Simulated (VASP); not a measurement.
Wanted: the native input for a VASP 6.6.1 run.

```yaml
Task: single point
Functional: PBEsol
Potentials_or_basis: VASP PAW PBE potentials, release 64 (Ru_pv)
Cutoff: 520 eV
k_mesh: 6 × 6 × 4
Occupations: gaussian, width 0.1 eV
Spin: no spin polarisation
Dipole_correction: no
Further_INCAR_settings: ALGO = Normal; EDIFF = 1e-07; NBANDS = 36
```

The structure of Ru lies in POSCAR:

```
Ru
1.0
    3.9881447094      0.0000000000      0.0000000000
   -1.9940723547      3.4538346323      0.0000000000
    0.0000000000      0.0000000000      5.5257192646
Ru
4
Direct
    0.6666666667      0.3333333333      0.0412587092
    0.3333333333      0.6666666667      0.5412587092
    0.6666666667      0.3333333333      0.4587412908
    0.3333333333      0.6666666667      0.9587412908
```

One way to write it, as run:

INCAR

```
SYSTEM = Ru
  PREC = Accurate
  ENCUT = 520
  EDIFF = 1E-7
  ISMEAR = 0
  SIGMA = 0.1
  LREAL = .FALSE.
  LASPH = .TRUE.
  NELM = 80
  ALGO = Normal
  ISIF = 2
  LWAVE = .FALSE.
  LCHARG = .TRUE.
  GGA = PS
  LELF = .TRUE.
  LVHAR = .TRUE.
  NBANDS = 36
```

KPOINTS

```
Automatic mesh
0
G
  6 6 4
  0 0 0
```

Potentials or basis: VASP PAW PBE potentials, release 64 (Ru_pv).

The run is started by

```bash
$ cat potpaw_PBE.64/Ru_pv/POTCAR > POTCAR
$ mpirun -np 1 vasp_std > vasp.out
```

It gave:

| Quantity | Value |
| --- | --- |
| Pressure | 0.3 GPa |
| Largest force | 0.044 eV/Å |
| Band gap on the k mesh | zero (bands 28 and 29 overlap by 1.59 eV) |

Caveat: the PAW data sets were made with another functional, which shifts forces and pressure a little.

Run time: 56 s on 1 thread of Intel(R) Xeon(R) Platinum 8259CL CPU @ 2.50GHz (Skylake/Cascade Lake), with other jobs on the host, peak memory 0.2 GiB.
